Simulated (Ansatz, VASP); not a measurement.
One calculation of PbS, two programs

Contents of INCAR:

```
ALGO = Normal
EDIFF = 1E-6
ENCUT = 520
GGA = PE
ISIF = 2
ISMEAR = 0
IVDW = 12
LASPH = True
LCHARG = False
LREAL = False
LWAVE = False
NBANDS = 17
NELM = 100
PREC = Accurate
SIGMA = 0.03
```

KPOINTS

```
k-points
0
Gamma
  10 10 10
```

File POSCAR:

```
PbS
1.0
    0.0000000000      2.9946500000      2.9650000000
    2.9650000000      0.0000000000      2.9650000000
    2.9650000000      2.9946500000      0.0000000000
Pb S
1 1
Direct
    0.0000000000      0.0000000000      0.0000000000
    0.5000000000      0.5000000000      0.5000000000
```

Input for Ansatz:

```yaml
crystal:
  lattice:
    - [0.0, 2.99465, 2.965]
    - [2.965, 0.0, 2.965]
    - [2.965, 2.99465, 0.0]
  atoms:
    - { symbol: Pb, position: [0.0, 0.0, 0.0] }
    - { symbol: S, position: [0.5, 0.5, 0.5] }
basis:
  ecutwfc: 420
kpoints:
  mp_grid: { grid: [10, 10, 10] }
hamiltonian:
  xc: pbe
  dispersion: d3bj
scf:
  occupations: { method: gaussian, width: 0.03 }
output:
  forces: true
  stress: true
  eigenvalues: true
```

Change from the starting cell: strain +0.0100 x Voigt [0, 1, 0, 0, 0, 0], atoms carried along.

Alike in both runs: task single point; functional PBE; dispersion D3(BJ); k mesh 10 × 10 × 10; occupations gaussian, width 0.03 eV; no spin polarisation.

```csv
,VASP,Ansatz
version,VASP 6.6.1,Ansatz 0.2.0
potentials or method,"VASP PAW PBE potentials, release 64 (Pb_d, S), cutoff 520 eV","scalar-relativistic, plane waves, PAW"
valence electrons in the cell,20,20
```

|  | VASP | Ansatz | Ansatz less VASP |
| --- | --- | --- | --- |
| gap on the k mesh at the Fermi level (eV) | 0.39 | 0.39 | -0.007 |
| least direct gap on the mesh (eV) | 0.39 | 0.39 | -0.007 |
| pressure (GPa) | -0.5 | -0.4 | +0.08 |
| traceless stress, the component that is largest in VASP (GPa) | -0.82 | -0.82 | 0.000 |

Neither program's run includes spin-orbit coupling.
